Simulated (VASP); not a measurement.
# Ti: single point with PBEsol

Crystal: Ti.

```
Ti
1.0
     0.00000   -3.20990    0.00000
    -3.20990    0.00000    0.00000
     0.00000    0.00000   -3.20990
Ti
2
Cartesian
  -1.7154 -1.7154 -1.6050
  0.1104 0.1104 0.0000
```

This cell differs from its parent crystal: atoms displaced along a vibrational mode.

```
Program                : VASP 6.6.1
Task                   : single point
Functional             : PBEsol
Potentials or basis    : VASP PAW PBE potentials, release 64 (Ti_sv)
Cutoff                 : 520 eV
k mesh                 : 14 × 14 × 14
Occupations            : gaussian, width 0.15 eV
Spin                   : no spin polarisation
Dipole correction      : no
Further INCAR settings : ALGO = Fast; EDIFF = 1e-07; NBANDS = 19
```

| Quantity | Value |
| --- | --- |
| Pressure | 2.0 GPa |
| Largest force | 1.801 eV/Å |
| Band gap on the k mesh | zero (bands 12 and 13 overlap by 1.44 eV) |

Forces on the atoms (eV/Å):
```
Ti   1.273  1.273  0.000
Ti  -1.273 -1.273  0.000
```

Stress tensor (GPa, compression positive):
```
1.23 2.73 0.00
2.73 1.23 0.00
0.00 0.00 3.68
```

Levels at points of the mesh, in eV from the Fermi level:
```
           k point  band 9  band 10  band 11  band 12  band 13  band 14  band 15  band 16
(0.00, 0.00, 0.00)   -5.98    -2.34    -2.14     0.78     1.21     1.25     2.51     2.97
(0.50, 0.00, 0.00)   -2.61    -2.53    -0.94     0.27     0.98     1.14     1.67     2.11
(0.00, 0.00, 0.50)   -2.57    -2.57    -0.55    -0.55     1.01     1.01     2.12     2.12
(0.50, 0.50, 0.00)   -2.59    -2.56    -0.53    -0.44     1.12     1.35     2.90     3.08
(0.00, 0.50, 0.50)   -2.50    -2.50    -0.31    -0.31     1.27     1.27     2.99     2.99
(0.50, 0.50, 0.50)   -0.82    -0.82    -0.61    -0.61    -0.17    -0.17     3.35     3.35
```

It took 20 min on 1 thread of AMD EPYC 7R43 64-Core Processor (Zen 3) (shared host), peak memory 0.29 GiB.

Caveat: the cell differs from its parent crystal (atoms displaced along a vibrational mode); the PAW data sets were made with another functional, which shifts forces and pressure a little.
